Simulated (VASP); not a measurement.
# AlNi (Cm) in VASP: a series of runs, part 2 of 2

VASP 6.6.1. The steps go on from the part before.

## (4) Single point, PBE

This run uses another cell than the first one, of 14.89 Å³/atom.

The input, INCAR:

```
ALGO     = Fast           # electronic algorithm
EDIFF    = 1E-6           # SCF threshold, eV
ENCUT    = 520            # plane-wave cutoff, eV
GGA      = PE             # functional
ISIF     = 2              # what is computed and relaxed
ISMEAR   = 0              # smearing method
LASPH    = True           # aspherical terms in the spheres
LCHARG   = True           # write CHGCAR
LELF     = True           # ELF
LREAL    = False          # projectors in reciprocal space
LVHAR    = True         
LWAVE    = False          # write WAVECAR
NBANDS   = 28             # bands
NELM     = 60             # most SCF steps
PREC     = Accurate       # precision mode
SIGMA    = 0.15           # smearing width, eV
```

The input, KPOINTS:

```
k-points
0
Gamma
  15 15 5
```

The input, POSCAR:

```
AlNi
1.0
    0.0000000000     -2.8927237813      0.0000000000
    0.0000000000      0.0000000000     -2.8927237813
   10.6781713440     -0.7231809453     -0.7231809453
Al Ni
3 3
Direct
    0.8476183726     -0.1523816274      0.6095265096
    0.9830687081     -0.0169312919      0.0677251677
    0.9153435403     -0.0846564597      0.3386258387
    0.3137557887      0.3137557887      0.7449768450
    0.4492061242      0.4492061242      0.2031755032
    0.3814809565      0.3814809565      0.4740761741
```

Potentials or basis: VASP PAW PBE potentials, release 64 (Al, Ni).

Command:

```bash
$ cat potpaw_PBE.64/Al/POTCAR potpaw_PBE.64/Ni/POTCAR > POTCAR
$ mpirun -np 1 vasp_std > vasp.out
```

OUTCAR:

```text
EDIFF = 1E-6
   ENCUT = 520
   GGA = PE
   ISIF = 2
   ISMEAR = 0
   LASPH = True
   LREAL = False
   NELM = 60
   PREC = Accurate

 ion  position               nearest neighbor table
   1  0.848  0.848  0.610-   4 2.51   4 2.51   4 2.51   4 2.51   6 2.51   6 2.51   6 2.51   6 2.51
                             3 2.89
   2  0.983  0.983  0.068-   5 2.51   5 2.51   5 2.51   5 2.51   3 2.89
[... 962 lines left out ...]
  -------------------------------------------------------------------------------------
  Total       -3.1097390     -2.8364599     -2.8364599     -0.0409531      0.0038514     -0.0409530
  in kB      -55.7601212    -50.8600068    -50.8600068     -0.7343217      0.0690595     -0.7343204
  external PRESSURE =     -52.4933783 kB  Pullay stress =       0.0000000 kB

 VOLUME and BASIS-vectors are now :
 -----------------------------------------------------------------------------
  energy-cutoff  :      520.00
  volume of cell :       89.35
      direct lattice vectors                 reciprocal lattice vectors
     0.000000000 -2.892723781  0.000000000    -0.023412248 -0.345694949  0.000000000
     0.000000000  0.000000000 -2.892723781    -0.023412248  0.000000000 -0.345694949
    10.678171344 -0.723180945 -0.723180945     0.093648994  0.000000000  0.000000000

 POSITION                                       TOTAL-FORCE (eV/Angst)
 -----------------------------------------------------------------------------------
      6.50863     -2.89272     -2.89272         0.845872     -0.008796     -0.008796
      0.72318     -2.89272     -2.89272        -0.384744     -0.014848     -0.014848
      3.61590     -2.89272     -2.89272         0.096454      0.001705      0.001705
      7.95499     -1.44636     -1.44636        -0.039527      0.030468      0.030468
      2.16954     -1.44636     -1.44636        -0.350548     -0.006983     -0.006983
      5.06227     -1.44636     -1.44636        -0.167508     -0.001546     -0.001546
 -----------------------------------------------------------------------------------
    total drift:                                0.002173      0.000605      0.000605

  FREE ENERGIE OF THE ION-ELECTRON SYSTEM (eV)
  ---------------------------------------------------
  free  energy   TOTEN  =       -29.6191115934 eV

  energy  without entropy=      -29.5840760371  energy(sigma->0) =      -29.60159382
```

OSZICAR:

```text
N       E                     dE             d eps       ncg     rms          rms(c)
DAV:   1     0.216763024286E+03    0.21676E+03   -0.16229E+04 17024   0.149E+03
DAV:   2    -0.210975565500E+02   -0.23786E+03   -0.22762E+03 17056   0.305E+02
DAV:   3    -0.337988987183E+02   -0.12701E+02   -0.12317E+02 19424   0.921E+01
[... 10 lines left out ...]
RMM:  14    -0.296192022929E+02    0.19795E-02   -0.28419E-03 20200   0.376E-01    0.208E-01
RMM:  15    -0.296192132519E+02   -0.10959E-04   -0.80188E-04 21210   0.180E-01    0.161E-01
RMM:  16    -0.296191062573E+02    0.10699E-03   -0.43900E-04 20474   0.153E-01    0.347E-02
RMM:  17    -0.296191100956E+02   -0.38383E-05   -0.93165E-05 22294   0.670E-02    0.189E-02
RMM:  18    -0.296191110274E+02   -0.93174E-06   -0.28588E-05 18993   0.246E-02    0.730E-03
RMM:  19    -0.296191115934E+02   -0.56598E-06   -0.29082E-06 13054   0.125E-02
   1 F= -.29619112E+02 E0= -.29601594E+02  d E =-.350356E-01
```

stdout:

```text
POSCAR found type information on POSCAR AlNi
 POSCAR found :  2 types and       6 ions
 scaLAPACK will be used
 LDA part: xc-table for (Slater+PW92), standard interpolation
 POSCAR, INCAR and KPOINTS ok, starting setup
 FFT: planning ... GRIDC
 FFT: planning ... GRID_SOFT
 FFT: planning ... GRID
 WAVECAR not read
 entering main loop
```

Wall time 9.6 min (1 thread of Intel Xeon Platinum 8124M at 3.00GHz (Skylake/Cascade Lake), shared host); peak memory 0.67 GiB.

Results:

| Item | Value |
| --- | --- |
| Free energy | -29.6191 eV |
| Pressure | -5.2 GPa |
| Largest force | 0.846 eV/Å |
| Band gap on the k mesh | zero (an odd number of electrons rules out a gap without spin polarisation) |

Forces on the atoms (eV/Å):
```
Al   0.846 -0.009 -0.009
Al  -0.385 -0.015 -0.015
Al   0.096  0.002  0.002
Ni  -0.040  0.030  0.030
Ni  -0.351 -0.007 -0.007
Ni  -0.168 -0.002 -0.002
```

Caveat: the cell stands under tension.

## (5) Single point, PBE

This run uses another cell than the first one, of 14.89 Å³/atom.

The input, INCAR:

```
SYSTEM = AlNi
  PREC = Accurate
  ENCUT = 520
  EDIFF = 1E-6
  ISMEAR = 0
  SIGMA = 0.15
  LREAL = .FALSE.
  LASPH = .TRUE.
  NELM = 80
  ALGO = Fast
  ISIF = 2
  LWAVE = .FALSE.
  LCHARG = .TRUE.
  GGA = PE
  LELF = .TRUE.
  LVHAR = .TRUE.
  NBANDS = 28
```

The input, KPOINTS:

```
Automatic mesh
0
G
  15 15 5
  0 0 0
```

The input, POSCAR:

```
AlNi
1.0
    0.0000000000     -2.8927237813      0.0000000000
    0.0000000000      0.0000000000     -2.8927237813
   10.6781713440     -1.2053015755     -1.2053015755
Al Ni
3 3
Direct
    0.7460306210     -0.2539693790      0.6095265096
    0.9717811801     -0.0282188199      0.0677251677
    0.8589059006     -0.1410940994      0.3386258387
    0.1895929812      0.1895929812      0.7449768450
    0.4153435403      0.4153435403      0.2031755032
    0.3024682608      0.3024682608      0.4740761741
```

Potentials or basis: VASP PAW PBE potentials, release 64 (Al, Ni).

Command:

```bash
$ cat potpaw_PBE.64/Al/POTCAR potpaw_PBE.64/Ni/POTCAR > POTCAR
$ mpirun -np 1 vasp_std > vasp.out
```

OUTCAR:

```text
SYSTEM = AlNi
   PREC = Accurate
   ENCUT = 520
   EDIFF = 1E-6
   ISMEAR = 0
   LREAL = .FALSE.
   LASPH = .TRUE.
   NELM = 80
   ISIF = 2
   GGA = PE

 ion  position               nearest neighbor table
   1  0.746  0.746  0.610-   4 2.51   4 2.51   4 2.51   4 2.51   6 2.51   6 2.51   6 2.51   6 2.51
                             3 2.89
   2  0.972  0.972  0.068-   5 2.51   5 2.51   5 2.51   5 2.51   3 2.89
   3  0.859  0.859  0.339-   6 2.51   6 2.51   6 2.51   6 2.51   5 2.51   5 2.51   5 2.51   5 2.51
                             1 2.89   2 2.89
   4  0.190  0.190  0.745-   1 2.51   1 2.51   1 2.51   1 2.51   6 2.89
   5  0.415  0.415  0.203-   3 2.51   2 2.51   3 2.51   3 2.51   2 2.51   2 2.51   2 2.51   3 2.51
                             6 2.89
   6  0.302  0.302  0.474-   3 2.51   3 2.51   3 2.51   3 2.51   1 2.51   1 2.51   1 2.51   1 2.51
                             5 2.89   4 2.89

  LATTYP: Found a base centered monoclinic cell.
 ALAT       =     4.0909292037
 B/A-ratio  =     1.0000000000
 C/A-ratio  =     2.6432538283
 COS(beta)  =    -0.1576339972

  Lattice vectors:

 A1 = (   0.0000000000,   2.8927237813,   0.0000000000)
 A2 = (   0.0000000000,   0.0000000000,   2.8927237813)
 A3 = (  10.6781713440,  -1.2053015755,  -1.2053015755)

Analysis of symmetry for initial positions (statically):
=====================================================================
 Subroutine PRICEL returns:
 Original cell was already a primitive cell.

 Routine SETGRP: Setting up the symmetry group for a
 base centered monoclinic supercell.

 Subroutine GETGRP returns: Found  2 space group operations
 (whereof  2 operations were pure point group operations)
 out of a pool of  4 trial point group operations.

The static configuration has the point symmetry C_1h.

Analysis of symmetry for dynamics (positions and initial velocities):
=====================================================================
 Subroutine PRICEL returns:
 Original cell was already a primitive cell.

 Routine SETGRP: Setting up the symmetry group for a
 base centered monoclinic supercell.

 Subroutine GETGRP returns: Found  2 space group operations
 (whereof  2 operations were pure point group operations)
 out of a pool of  4 trial point group operations.

The dynamic configuration has the point symmetry C_1h.

 Subroutine INISYM returns: Found  2 space group operations
 (whereof  2 operations are pure point group operations),
 and found     1 'primitive' translations

----------------------------------------------------------------------------------------

                                     Primitive cell

  volume of cell :      89.3533

  direct lattice vectors                    reciprocal lattice vectors
     0.000000000 -2.892723781  0.000000000    -0.039020414 -0.345694949  0.000000000
     0.000000000  0.000000000 -2.892723781    -0.039020414  0.000000000 -0.345694949
    10.678171344 -1.205301576 -1.205301576     0.093648994  0.000000000  0.000000000

  length of vectors
     2.892723781  2.892723781 10.813364279     0.347890199  0.347890199  0.093648994

  position of ions in fractional coordinates (direct lattice)
     0.746030621  0.746030621  0.609526510
     0.971781180  0.971781180  0.067725168
     0.858905901  0.858905901  0.338625839
     0.189592981  0.189592981  0.744976845
     0.415343540  0.415343540  0.203175503
[... 44 lines left out ...]
  0.333333  0.000000 -0.000000      4.000000
[... 16 lines left out ...]
  0.133333  0.133333  0.000000      2.000000
  0.200000  0.133333 -0.000000      4.000000
 [... further k-points ...]
   k-points           NKPTS =    304   k-points in BZ     NKDIM =    304   number of bands    NBANDS=     28
   number of dos      NEDOS =    301   number of ions     NIONS =      6
   total plane-waves  NPLWV =  46080
   dimension x,y,z NGX =    24 NGY =   24 NGZ =   80
   dimension x,y,z NGXF=    48 NGYF=   48 NGZF=  160
   ions per type =               3   3
   NGX,Y,Z   is equivalent  to a cutoff of  13.79, 13.79, 12.30 a.u.
   NGXF,Y,Z  is equivalent  to a cutoff of  27.59, 27.59, 24.60 a.u.
 SYSTEM =  AlNi
   PREC   = accura    normal or accurate (medium, high low for compatibility)
   ISTART =      0    job   : 0-new  1-cont  2-samecut
   ICHARG =      2    charge: 1-file 2-atom 10-const
   ISPIN  =      1    spin polarized calculation?
   LNONCOLLINEAR =      F non collinear calculations
   LSORBIT =      F    spin-orbit coupling
   LASPH  =      T    aspherical Exc in radial PAW
   ENCUT  =  520.0 eV  38.22 Ry    6.18 a.u.   5.38  5.38 20.11*2*pi/ulx,y,z
   NELM   =     80;   NELMIN=  2; NELMDL= -5     # of ELM steps
   EDIFF  = 0.1E-05   stopping-criterion for ELM
   LREAL  =      F    real-space projection
   EDIFFG = 0.1E-04   stopping-criterion for IOM
   NSW    =      0    number of steps for IOM
   IBRION =     -1    ionic relax: 0-MD 1-quasi-New 2-CG
   NFREE  =      0    steps in history (QN), initial steepest desc. (CG)
   ISIF   =      2    stress and relaxation
   ISYM   =      2    0-nonsym 1-usesym 2-fastsym
   POTIM  = 0.5000    time-step for ionic-motion
   TEBEG  =    0.0;   TEEND  =   0.0 temperature during run
   PSTRESS=    0.0 pullay stress
   NELECT =      39.0000    total number of electrons
   NUPDOWN=      -1.0000    fix difference up-down
   EMIN   =  10.00;   EMAX   =-10.00  energy-range for DOS
   EFERMI =   0.00;   METHOD = LEGACY
   ISMEAR =     0;   SIGMA  =   0.15  broadening in eV -4-tet -1-fermi 0-gaus
   EFERMI_NEDOS =   21; number of points for ismear=-14 and -15
   IALGO  =     68    algorithm
   IMIX   =      4    mixing-type and parameters
     AMIX     =   0.40;   BMIX     =  1.00
     AMIX_MAG =   1.60;   BMIX_MAG =  1.00
  volume/ion in A,a.u.               =      14.89       100.50
  Fermi-wavevector in a.u.,A,eV,Ry     =   1.241822  2.346704 20.981850  1.542122
  Thomas-Fermi vector in A             =   2.376203
   LORBIT       =      0    0 simple, 1 ext, 2 COOP (PROOUT), +10 PAW based schemes
   GGA     = PE    functional components
   LHFCALC =     F    Hartree Fock is set to
   AEXX    =    0.0000 exact exchange contribution
   IVDW    =     0    specifies the selected vdW correction
   LEPSILON=     F    determine dielectric tensor
   LRPA    =     F    only Hartree local field effects (RPA)
 non-spin polarized calculation
 RMM-DIIS sequential band-by-band and
 Gauss-broadening in eV      SIGMA  =   0.15
  energy-cutoff  :      520.00
  volume of cell :       89.35
 maximum number of plane-waves:      2437
 NGX is ok and might be reduce to    24
   NGX = 11   NGY = 11   NGZ = 39

 number of electron      39.0000012 magnetization

 Free energy of the ion-electron system (eV)
  ---------------------------------------------------
  ext. energy  EPLUGINS =         0.00000000
  ---------------------------------------------------
  free energy    TOTEN  =       -29.63436957 eV

  energy without entropy =      -29.60103359  energy(sigma->0) =      -29.61770158

 E-fermi :   7.2497     XC(G=0): -10.8025

 val. band max:        7.2490230433   @ k =  -0.0667   0.3333   0.2000
 cond. band min:       7.2511449026   @ k =   0.4000   0.4000   0.2000
 fundamental gap:      0.0021218593
 Fermi energy:         7.2497037323

 k-point     1 :       0.0000    0.0000    0.0000
  band No.  band energies     occupation
      1      -3.3701      2.00000
      2      -2.0267      2.00000
      3      -0.3439      2.00000
      4       2.2001      2.00000
      5       3.4785      2.00000
      6       4.1522      2.00000
[... 733 lines left out ...]
     27      13.0198      0.00000
     28      14.4866      0.00000

 [... further k-points ...]

------------------------ aborting loop because EDIFF is reached ----------------------------------------

  FORCE on cell =-STRESS in cart. coord.  units (eV):
  Direction    XX          YY          ZZ          XY          YZ          ZX
  --------------------------------------------------------------------------------------
  -------------------------------------------------------------------------------------
  Total       -3.1486408     -2.7627358     -2.7627358     -0.0253331     -0.0018746     -0.0253330
  in kB      -56.4576607    -49.5380737    -49.5380737     -0.4542423     -0.0336124     -0.4542403
  external PRESSURE =     -51.8446027 kB  Pullay stress =       0.0000000 kB

 VOLUME and BASIS-vectors are now :
 -----------------------------------------------------------------------------
  energy-cutoff  :      520.00
  volume of cell :       89.35
      direct lattice vectors                 reciprocal lattice vectors
     0.000000000 -2.892723781  0.000000000    -0.039020414 -0.345694949  0.000000000
     0.000000000  0.000000000 -2.892723781    -0.039020414  0.000000000 -0.345694949
    10.678171344 -1.205301576 -1.205301576     0.093648994  0.000000000  0.000000000

 POSITION                                       TOTAL-FORCE (eV/Angst)
 -----------------------------------------------------------------------------------
      6.50863     -2.89272     -2.89272         0.841083     -0.004667     -0.004667
      0.72318     -2.89272     -2.89272        -0.437603     -0.007010     -0.007010
      3.61590     -2.89272     -2.89272         0.088681      0.000969      0.000969
      7.95499     -1.44636     -1.44636        -0.017438      0.015488      0.015488
      2.16954     -1.44636     -1.44636        -0.305627     -0.003831     -0.003831
      5.06227     -1.44636     -1.44636        -0.169096     -0.000949     -0.000949
 -----------------------------------------------------------------------------------
    total drift:                                0.002644     -0.000000     -0.000000

  FREE ENERGIE OF THE ION-ELECTRON SYSTEM (eV)
  ---------------------------------------------------
  free  energy   TOTEN  =       -29.6343695733 eV

  energy  without entropy=      -29.6010335858  energy(sigma->0) =      -29.61770158
```

It took 11 min on 1 thread of Intel Xeon Platinum 8124M at 3.00GHz (Skylake/Cascade Lake), shared host; peak memory 0.67 GiB.

What came out:

```
Free energy            : -29.6344 eV
Pressure               : -5.2 GPa
Largest force          : 0.841 eV/Å
Band gap on the k mesh : zero (an odd number of electrons rules out a gap without spin polarisation)
```

Forces on the atoms (eV/Å):
```
Al   0.841 -0.005 -0.005
Al  -0.438 -0.007 -0.007
Al   0.089  0.001  0.001
Ni  -0.017  0.015  0.015
Ni  -0.306 -0.004 -0.004
Ni  -0.169 -0.001 -0.001
```

Levels at points of the mesh, in eV from the Fermi level:
| k point | band 16 | band 17 | band 18 | band 19 | band 20 | band 21 | band 22 | band 23 |
| --- | --- | --- | --- | --- | --- | --- | --- | --- |
| (0.00, 0.00, 0.00) | -1.39 | -0.93 | -0.93 | -0.60 | -0.38 | 2.95 | 3.54 | 5.95 |

Caveat: the cell stands under tension. Spin polarisation is off, so any magnetic state and its effect on volume and gap are missing.

## (6) Single point, PBE

This run uses another cell than the first one, of 16.57 Å³/atom.

The input, INCAR:

```
SYSTEM = AlNi
  PREC = Accurate
  ENCUT = 520
  EDIFF = 1E-6
  ISMEAR = 0
  SIGMA = 0.15
  LREAL = .False.
  LASPH = .True.
  NELM = 80
  ALGO = Fast
  ISIF = 2
  LWAVE = .False.
  LCHARG = .False.
  GGA = PE
  NBANDS = 28
```

The input, KPOINTS:

```
Automatic mesh
0
Gamma
  15 15 5
  0 0 0
```

The input, POSCAR:

```
AlNi
1.0
    0.0000000000     -2.8927237813      0.0000000000
    0.0000000000      0.0000000000     -2.8927237813
   11.8781713440     -1.2053015755     -1.2053015755
Al Ni
3 3
Direct
    0.7716880430     -0.2283119570      0.5479486968
    0.9746320048     -0.0253679952      0.0608831885
    0.8731600239     -0.1268399761      0.3044159427
    0.2209520526      0.2209520526      0.6697150738
    0.4238960143      0.4238960143      0.1826495656
    0.3224240335      0.3224240335      0.4261823197
```

Potentials or basis: VASP PAW PBE potentials, release 64 (Al, Ni).

Command:

```bash
$ cat potpaw_PBE.64/Al/POTCAR potpaw_PBE.64/Ni/POTCAR > POTCAR
$ mpirun -np 1 vasp_std > vasp.out
```

It took 21 min on 1 thread of Intel Xeon 8259CL, shared host; peak memory 0.74 GiB.

The run converged. Its results:

```yaml
Free_energy: -29.2135 eV
Pressure: -4.0 GPa
Largest_force: 0.946 eV/Å
Band_gap_on_the_k_mesh: zero (an odd number of electrons rules out a gap without spin polarisation)
```

Forces on the atoms (eV/Å):
```
Al   0.946  0.000  0.000
Al   0.119  0.000  0.000
Al   0.070  0.000  0.000
Ni  -0.576  0.001  0.001
Ni  -0.366  0.000  0.000
Ni  -0.191  0.000  0.000
```

Stress tensor (GPa, compression positive):
```
-2.23  0.00  0.00
 0.00 -4.96  0.00
 0.00  0.00 -4.96
```

Levels at points of the mesh, in eV from the Fermi level:
```
           k point  band 17  band 18  band 19  band 20  band 21  band 22
(0.00, 0.00, 0.00)    -0.87    -0.87    -0.57    -0.55     1.76     2.88
```

Caveat: the cell stands under tension. Spin polarisation is off, so any magnetic state and its effect on volume and gap are missing.

## (7) The runs side by side

| cell | further INCAR settings | gap on the mesh (eV) | pressure (GPa) | largest force (eV/Å) |
| --- | --- | --- | --- | --- |
| a = 2.893, b = 2.893, c = 8.705 Å, angles 86.8, 86.8, 90.0°, 6 atoms | ALGO = Fast; EDIFF = 1e-07; NBANDS = 28 | none | 5.6 | 4.41 |
| a = 2.893, b = 2.893, c = 11.922 Å, angles 86.5, 86.5, 90.0°, 6 atoms | ALGO = Fast; EDIFF = 1e-06; NBANDS = 28 | none | -4.0 | 0.95 |
| a = 2.893, b = 2.893, c = 10.727 Å, angles 86.1, 86.1, 90.0°, 6 atoms | ALGO = Fast; EDIFF = 1e-06; NBANDS = 28 | none | -5.2 | 0.85 |
| a = 2.893, b = 2.893, c = 10.813 Å, angles 83.6, 83.6, 90.0°, 6 atoms | ALGO = Fast; EDIFF = 1e-06; NBANDS = 28 | none | -5.2 | 0.84 |
| a = 2.893, b = 2.893, c = 12.000 Å, angles 84.2, 84.2, 90.0°, 6 atoms | ALGO = Fast; EDIFF = 1e-06; NBANDS = 28 | none | -4.0 | 0.95 |

Alike in all rows: task single point; level PBE; potentials or basis VASP PAW PBE potentials, release 64 (Al, Ni); no spin polarisation; k mesh 15 × 15 × 5; cutoff (eV) 520; smearing gaussian 0.15 eV.

Caveats: the cell stands under tension (at least some runs); the cell stands under pressure (at least some runs); forces of over 1 eV/Å act on the atoms, so gaps and moduli don't describe the material at rest (at least some runs).

Absolute energies hang on the potentials; compare differences alone.
